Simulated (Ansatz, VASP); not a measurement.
One calculation of Yb3InC, two programs

File INCAR:

```
PREC = Accurate ; ENCUT = 600
EDIFF = 1E-6 ; ISMEAR = -1
SIGMA = 0.1 ; LREAL = F
LASPH = T ; NELM = 200
ALGO = Normal ; ISIF = 2
LWAVE = F ; LCHARG = F
GGA = PE ; NBANDS = 52
GGA_COMPAT = F ; LMAXMIX = 6
```

KPOINTS

```
regular mesh
0
Gamma
  2 2 2
```

File POSCAR:

```
Yb3InC
1.0
    5.0632470000      0.0000000000      0.0000000000
    0.0000000000      5.0632470000      0.0000000000
    0.0000000000      0.0000000000      5.0632470000
Yb In C
3 1 1
Direct
    0.5000000000      0.0000000000      0.5000000000
    0.0000000000      0.5000000000      0.5000000000
    0.5000000000      0.5000000000      0.0000000000
    0.0000000000      0.0000000000      0.0000000000
    0.5000000000      0.5000000000      0.5000000000
```

Input for Ansatz:

```yaml
crystal:
  lattice:
    bravais: cubic
    a: 5.063247
  space_group: 221
  atoms:
    - { symbol: Yb, position: [0.5, 0.0, 0.5] }
    - { symbol: In, position: [0.0, 0.0, 0.0] }
    - { symbol: C, position: [0.5, 0.5, 0.5] }
kpoints:
  mp_grid:
    grid: [2, 2, 2]
hamiltonian:
  xc: pbe
scf:
  occupations:
    method: fermi_dirac
output:
  stress: true
```

Alike in both runs: task single point; functional PBE; k mesh 2 × 2 × 2; no spin polarisation.

```csv
,VASP,Ansatz
version,VASP 6.6.1,Ansatz 0.2.0
potentials or method,"VASP PAW PBE potentials, release 64 (Yb, In_d, C)","plane waves, PAW"
plane-wave cutoff (eV),600,420
occupations,"fermi-dirac, width 0.1 eV",fermi-dirac
valence electrons in the cell,89,89
```

```tsv
	VASP	Ansatz	Ansatz less VASP
pressure (GPa)	-3.4	-3.8	-0.32
```

The k mesh is coarse, so the values compare programs but aren't converged. Neither program's run includes spin-orbit coupling.
